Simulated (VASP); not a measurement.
# TlCl (Pm-3m) in VASP: single point with r2SCAN

Aim: the single point of TlCl with r2SCAN.

Everything below comes from runs of VASP 6.6.1. Logs are shortened: lines on timing, memory, paths and dates and some standing lists are left out, and cuts for length are marked.

## (1) The cell of the first run

It takes space group Pm-3m (No. 221, cubic). Conventional cell: a = 3.801 Å, b = 3.801 Å, c = 3.801 Å, α = 90.00°, β = 90.00°, γ = 90.00°. Within 4.3 Å of Tl (site symmetry m-3m) lie 8 Cl at 3.29 Å and 6 Tl at 3.80 Å. Within 4.3 Å of Cl (site symmetry m-3m) lie 8 Tl at 3.29 Å and 6 Cl at 3.80 Å.

## (2) Single point, r2SCAN

File POSCAR:

```
TlCl
1.0
    3.8008966900      0.0000000000      0.0000000000
    0.0000000000      3.8008966900      0.0000000000
    0.0000000000      0.0000000000      3.8008966900
Tl Cl
1 1
Direct
    0.0000000000      0.0000000000      0.0000000000
    0.5000000000      0.5000000000      0.5000000000
```

File INCAR.step1:

```
ALGO = Normal
EDIFF = 1E-5
ENCUT = 550
GGA = PE
GGA_COMPAT = False
ISMEAR = -1
LASPH = True
LCHARG = False
LREAL = False
LWAVE = True
NBANDS = 17
NELM = 120
PREC = Accurate
SIGMA = 0.1
```

File INCAR.step2:

```
ALGO = Normal
EDIFF = 1E-6
ENCUT = 550
GGA_COMPAT = False
ISIF = 2
ISMEAR = -1
ISTART = 1
LASPH = True
LCHARG = False
LMIXTAU = True
LREAL = False
LWAVE = False
METAGGA = R2SCAN
NBANDS = 17
NELM = 120
PREC = Accurate
SIGMA = 0.1
```

File KPOINTS:

```
k-points
0
Gamma
  7 7 7
```

Potentials or basis: VASP PAW PBE potentials, release 64 (Tl_d, Cl).

On the command line:

```sh
cat potpaw_PBE.64/Tl_d/POTCAR potpaw_PBE.64/Cl/POTCAR > POTCAR
cp INCAR.step1 INCAR
mpirun -np 1 vasp_std > vasp.out
cp INCAR.step2 INCAR
mpirun -np 1 vasp_std > vasp.out
```

OUTCAR:

```text
EDIFF = 1E-6
   ENCUT = 550
   ISIF = 2
   ISMEAR = -1
   ISTART = 1
   LASPH = True
   LREAL = False
   METAGGA = R2SCAN
   NELM = 120
   PREC = Accurate

 ion  position               nearest neighbor table
   1  0.000  0.000  0.000-   2 3.29   2 3.29   2 3.29   2 3.29   2 3.29   2 3.29   2 3.29   2 3.29

   2  0.500  0.500  0.500-   1 3.29   1 3.29   1 3.29   1 3.29   1 3.29   1 3.29   1 3.29   1 3.29

  LATTYP: Found a simple cubic cell.
 ALAT       =     3.8008966900

  Lattice vectors:

 A1 = (   3.8008966900,   0.0000000000,   0.0000000000)
 A2 = (   0.0000000000,   3.8008966900,   0.0000000000)
 A3 = (   0.0000000000,   0.0000000000,   3.8008966900)

Analysis of symmetry for initial positions (statically):
=====================================================================
 Subroutine PRICEL returns:
 Original cell was already a primitive cell.

 Routine SETGRP: Setting up the symmetry group for a
 simple cubic supercell.

 Subroutine GETGRP returns: Found 48 space group operations
 (whereof 48 operations were pure point group operations)
 out of a pool of 48 trial point group operations.

The static configuration has the point symmetry O_h .

Analysis of symmetry for dynamics (positions and initial velocities):
=====================================================================
 Subroutine PRICEL returns:
 Original cell was already a primitive cell.

 Routine SETGRP: Setting up the symmetry group for a
 simple cubic supercell.

 Subroutine GETGRP returns: Found 48 space group operations
 (whereof 48 operations were pure point group operations)
 out of a pool of 48 trial point group operations.

The dynamic configuration has the point symmetry O_h .

 Subroutine INISYM returns: Found 48 space group operations
 (whereof 48 operations are pure point group operations),
 and found     1 'primitive' translations

----------------------------------------------------------------------------------------

                                     Primitive cell

  volume of cell :      54.9109

  direct lattice vectors                    reciprocal lattice vectors
     3.800896690  0.000000000  0.000000000     0.263095812  0.000000000  0.000000000
     0.000000000  3.800896690  0.000000000     0.000000000  0.263095812  0.000000000
     0.000000000  0.000000000  3.800896690     0.000000000  0.000000000  0.263095812

  length of vectors
     3.800896690  3.800896690  3.800896690     0.263095812  0.263095812  0.263095812

  position of ions in fractional coordinates (direct lattice)
     0.000000000  0.000000000  0.000000000
     0.500000000  0.500000000  0.500000000

  ion indices of the primitive-cell ions
   primitive index   ion index
                 1           1
                 2           2

----------------------------------------------------------------------------------------

 KPOINTS: k-points

Automatic generation of k-mesh.
 Grid dimensions read from file:
 generate k-points for:    7    7    7

 Generating k-lattice:

  Cartesian coordinates                     Fractional coordinates (reciprocal lattice)
     0.037585116  0.000000000  0.000000000     0.142857143  0.000000000  0.000000000
     0.000000000  0.037585116  0.000000000     0.000000000  0.142857143  0.000000000
     0.000000000  0.000000000  0.037585116     0.000000000  0.000000000  0.142857143

  Length of vectors
     0.037585116  0.037585116  0.037585116

  Shift w.r.t. Gamma in fractional coordinates (k-lattice)
     0.000000000  0.000000000  0.000000000

 Subroutine IBZKPT returns following result:
 ===========================================

 Found     20 irreducible k-points:

 Following reciprocal coordinates:
            Coordinates               Weight
  0.000000  0.000000  0.000000      1.000000
  0.142857  0.000000  0.000000      6.000000
  0.285714  0.000000  0.000000      6.000000
  0.428571  0.000000  0.000000      6.000000
  0.142857  0.142857  0.000000     12.000000
  0.285714  0.142857  0.000000     24.000000
[... 12 lines left out ...]
  0.428571  0.428571  0.285714     24.000000
  0.428571  0.428571  0.428571      8.000000
   k-points           NKPTS =     20   k-points in BZ     NKDIM =     20   number of bands    NBANDS=     17
   number of dos      NEDOS =    301   number of ions     NIONS =      2
   total plane-waves  NPLWV =  27000
   dimension x,y,z NGX =    30 NGY =   30 NGZ =   30
   dimension x,y,z NGXF=    60 NGYF=   60 NGZF=   60
   ions per type =               1   1
   NGX,Y,Z   is equivalent  to a cutoff of  13.12, 13.12, 13.12 a.u.
   NGXF,Y,Z  is equivalent  to a cutoff of  26.24, 26.24, 26.24 a.u.
 SYSTEM =  unknown system
   PREC   = accura    normal or accurate (medium, high low for compatibility)
   ISTART =      1    job   : 0-new  1-cont  2-samecut
   ICHARG =      0    charge: 1-file 2-atom 10-const
   ISPIN  =      1    spin polarized calculation?
   LNONCOLLINEAR =      F non collinear calculations
   LSORBIT =      F    spin-orbit coupling
   LASPH  =      T    aspherical Exc in radial PAW
   ENCUT  =  550.0 eV  40.42 Ry    6.36 a.u.   7.27  7.27  7.27*2*pi/ulx,y,z
   NELM   =    120;   NELMIN=  2; NELMDL=  0     # of ELM steps
   EDIFF  = 0.1E-05   stopping-criterion for ELM
   LREAL  =      F    real-space projection
   EDIFFG = 0.1E-04   stopping-criterion for IOM
   NSW    =      0    number of steps for IOM
   IBRION =     -1    ionic relax: 0-MD 1-quasi-New 2-CG
   NFREE  =      0    steps in history (QN), initial steepest desc. (CG)
   ISIF   =      2    stress and relaxation
   ISYM   =      2    0-nonsym 1-usesym 2-fastsym
   POTIM  = 0.5000    time-step for ionic-motion
   TEBEG  =    0.0;   TEEND  =   0.0 temperature during run
   PSTRESS=    0.0 pullay stress
   NELECT =      20.0000    total number of electrons
   NUPDOWN=      -1.0000    fix difference up-down
   EMIN   =  10.00;   EMAX   =-10.00  energy-range for DOS
   EFERMI =   0.00;   METHOD = LEGACY
   ISMEAR =    -1;   SIGMA  =   0.10  broadening in eV -4-tet -1-fermi 0-gaus
   EFERMI_NEDOS =   21; number of points for ismear=-14 and -15
   IALGO  =     38    algorithm
   IMIX   =      4    mixing-type and parameters
     AMIX     =   0.40;   BMIX     =  1.00
     AMIX_MAG =   1.60;   BMIX_MAG =  1.00
  volume/ion in A,a.u.               =      27.46       185.28
  Fermi-wavevector in a.u.,A,eV,Ry     =   1.169137  2.209349 18.597552  1.366881
  Thomas-Fermi vector in A             =   2.305614
   LORBIT       =      0    0 simple, 1 ext, 2 COOP (PROOUT), +10 PAW based schemes
   METAGGA = R2SCAN    functional components
   LHFCALC =     F    Hartree Fock is set to
   AEXX    =    0.0000 exact exchange contribution
   IVDW    =     0    specifies the selected vdW correction
   LEPSILON=     F    determine dielectric tensor
   LRPA    =     F    only Hartree local field effects (RPA)
 non-spin polarized calculation
  energy-cutoff  :      550.00
  volume of cell :       54.91
 maximum number of plane-waves:      1622
 NGX is ok and might be reduce to    30
   NGX = 15   NGY = 15   NGZ = 15

 number of electron      20.0000006 magnetization

 Free energy of the ion-electron system (eV)
  ---------------------------------------------------
  ext. energy  EPLUGINS =         0.00000000
  ---------------------------------------------------
  free energy    TOTEN  =       -61.54520968 eV

  energy without entropy =      -61.54520960  energy(sigma->0) =      -61.54520964

 E-fermi :   4.0330     XC(G=0):  -9.7625

 val. band max:        2.5541354519   @ k =   0.4286   0.0000   0.0000
 cond. band min:       5.4610534991   @ k =   0.4286   0.0000   0.0000
 fundamental gap:      2.9069180472
 Fermi energy:         4.0329878929

 k-point     1 :       0.0000    0.0000    0.0000
  band No.  band energies     occupation
      1     -11.8590      2.00000
      2      -7.6161      2.00000
      3      -7.6161      2.00000
      4      -7.3465      2.00000
      5      -7.3465      2.00000
      6      -7.3465      2.00000
[... 9 lines left out ...]
     16      16.3131      0.00000
     17      17.6711      0.00000

 k-point     2 :       0.1429    0.0000    0.0000
  band No.  band energies     occupation
      1     -11.8108      2.00000
      2      -7.6132      2.00000
      3      -7.5802      2.00000
      4      -7.3635      2.00000
      5      -7.3635      2.00000
      6      -7.3450      2.00000
[... 9 lines left out ...]
     16      17.3584      0.00000
     17      17.5227      0.00000

 k-point     3 :       0.2857    0.0000    0.0000
  band No.  band energies     occupation
      1     -11.6978      2.00000
      2      -7.6066      2.00000
      3      -7.5022      2.00000
      4      -7.4011      2.00000
      5      -7.4011      2.00000
      6      -7.3415      2.00000
[... 9 lines left out ...]
     16      16.2986      0.00000
     17      17.6316      0.00000

 k-point     4 :       0.4286    0.0000    0.0000
  band No.  band energies     occupation
      1     -11.6023      2.00000
      2      -7.6014      2.00000
      3      -7.4436      2.00000
      4      -7.4308      2.00000
      5      -7.4308      2.00000
      6      -7.3387      2.00000
[... 9 lines left out ...]
     16      16.8306      0.00000
     17      17.6089      0.00000
[... 263 lines left out ...]
      1     -11.4218      2.00000
      2      -7.4965      2.00000
      3      -7.4559      2.00000
      4      -7.4088      2.00000
      5      -7.3986      2.00000
      6      -7.3379      2.00000
[... 9 lines left out ...]
     16      15.3430      0.00000
     17      19.3330      0.00000

 k-point    19 :       0.4286    0.4286    0.2857
  band No.  band energies     occupation
      1     -11.3617      2.00000
      2      -7.5029      2.00000
      3      -7.4897      2.00000
      4      -7.4431      2.00000
      5      -7.3721      2.00000
      6      -7.2941      2.00000
[... 9 lines left out ...]
     16      15.7349      0.00000
     17      19.9346      0.00000

 k-point    20 :       0.4286    0.4286    0.4286
  band No.  band energies     occupation
      1     -11.2906      2.00000
      2      -7.5340      2.00000
      3      -7.5340      2.00000
      4      -7.5057      2.00000
      5      -7.2923      2.00000
      6      -7.2923      2.00000
[... 9 lines left out ...]
     16      16.1758      0.00000
     17      20.7297      0.00000

------------------------ aborting loop because EDIFF is reached ----------------------------------------

  FORCE on cell =-STRESS in cart. coord.  units (eV):
  Direction    XX          YY          ZZ          XY          YZ          ZX
  --------------------------------------------------------------------------------------
  -------------------------------------------------------------------------------------
  Total        0.2863297      0.2863297      0.2863297      0.0000000      0.0000000      0.0000000
  in kB        8.3544678      8.3544678      8.3544678      0.0000000      0.0000000      0.0000000
  external PRESSURE =       8.3544678 kB  Pullay stress =       0.0000000 kB

 VOLUME and BASIS-vectors are now :
 -----------------------------------------------------------------------------
  energy-cutoff  :      550.00
  volume of cell :       54.91
      direct lattice vectors                 reciprocal lattice vectors
     3.800896690  0.000000000  0.000000000     0.263095812  0.000000000  0.000000000
     0.000000000  3.800896690  0.000000000     0.000000000  0.263095812  0.000000000
     0.000000000  0.000000000  3.800896690     0.000000000  0.000000000  0.263095812

 POSITION                                       TOTAL-FORCE (eV/Angst)
 -----------------------------------------------------------------------------------
      0.00000      0.00000      0.00000         0.000000      0.000000      0.000000
      1.90045      1.90045      1.90045         0.000000      0.000000      0.000000
 -----------------------------------------------------------------------------------
    total drift:                                0.000000     -0.000000     -0.000000

  FREE ENERGIE OF THE ION-ELECTRON SYSTEM (eV)
  ---------------------------------------------------
  free  energy   TOTEN  =       -61.5452096809 eV

  energy  without entropy=      -61.5452095992  energy(sigma->0) =      -61.54520964
```

Run time: 95 s. Hardware: 1 thread of AMD EPYC 7R43 (Zen 3), shared host; peak memory 0.14 GiB.

What came out:

```yaml
Free_energy: -61.5452 eV
Pressure: 0.8 GPa
Band_gap_on_the_k_mesh: 2.91 eV
```

Caveat: the PAW data sets were made with another functional, which shifts forces and pressure a little; spin-orbit coupling is left out, which moves the levels of the heavy elements; an odd mesh through Γ misses points on the zone boundary, where band edges can lie. r2SCAN opens gaps a little over a GGA but as a rule still falls short of measured ones.
